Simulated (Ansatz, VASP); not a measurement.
**Two plane-wave programs on Ge**

File INCAR:

```
ALGO = Normal
EDIFF = 1E-6
ENCUT = 520
GGA = PS
ISIF = 2
ISMEAR = 0
LASPH = True
LCHARG = False
LREAL = False
LWAVE = False
NBANDS = 21
NELM = 80
PREC = Accurate
SIGMA = 0.15
```

KPOINTS

```
k-points
0
Gamma
  24 24 24
```

File POSCAR:

```
Ge
1.0
   -2.5630127546      2.5630127546      1.3966622730
    2.5630127546     -2.5630127546      1.3966622730
    2.5630127546      2.5630127546     -1.3966622730
Ge
2
Direct
    0.2231502735      0.7231502735      0.5000000000
    0.5268497265      0.5268497265      0.0000000000
```

Input for Ansatz:

```yaml
crystal:
  lattice:
    - [-2.5630127546, 2.5630127546, 1.396662273]
    - [2.5630127546, -2.5630127546, 1.396662273]
    - [2.5630127546, 2.5630127546, -1.396662273]
  atoms:
    - { symbol: Ge, position: [0.2231502735, 0.7231502735, 0.5] }
    - { symbol: Ge, position: [0.5268497265, 0.5268497265, 0.0] }
basis:
  ecutwfc: 420
kpoints:
  mp_grid: { grid: [24, 24, 24] }
hamiltonian:
  xc: pbesol
scf:
  occupations: { method: gaussian, width: 0.15 }
output:
  forces: true
  stress: true
  eigenvalues: true
```

Change from the starting cell: mode 4 (71.1 1/cm) frozen in, largest displacement +0.075 Å.

Alike in both runs: task single point; functional PBEsol; k mesh 24 × 24 × 24; occupations gaussian, width 0.15 eV; no spin polarisation.

```csv
,VASP,Ansatz
version,VASP 6.6.1,Ansatz 0.2.0
potentials or method,"VASP PAW PBE potentials, release 64 (Ge_d), cutoff 520 eV","scalar-relativistic, plane waves, PAW"
valence electrons in the cell,28,28
```

|  | VASP | Ansatz | Ansatz less VASP |
| --- | --- | --- | --- |
| gap on the k mesh at the Fermi level (eV) | none | none | - |
| pressure (GPa) | -0.1 | 0.0 | +0.07 |
| traceless stress, the component that is largest in VASP (GPa) | -1.85 | -1.85 | -0.003 |
| rms of the force components (eV/Å) | 0.054 | 0.054 | +0.0001 |

VASP's potentials were made for PBE, not for PBEsol. Atom by atom the forces differ by 0.000 eV/Å (rms over components). A gap of «none» marks a metal or a gap that the smearing closes.
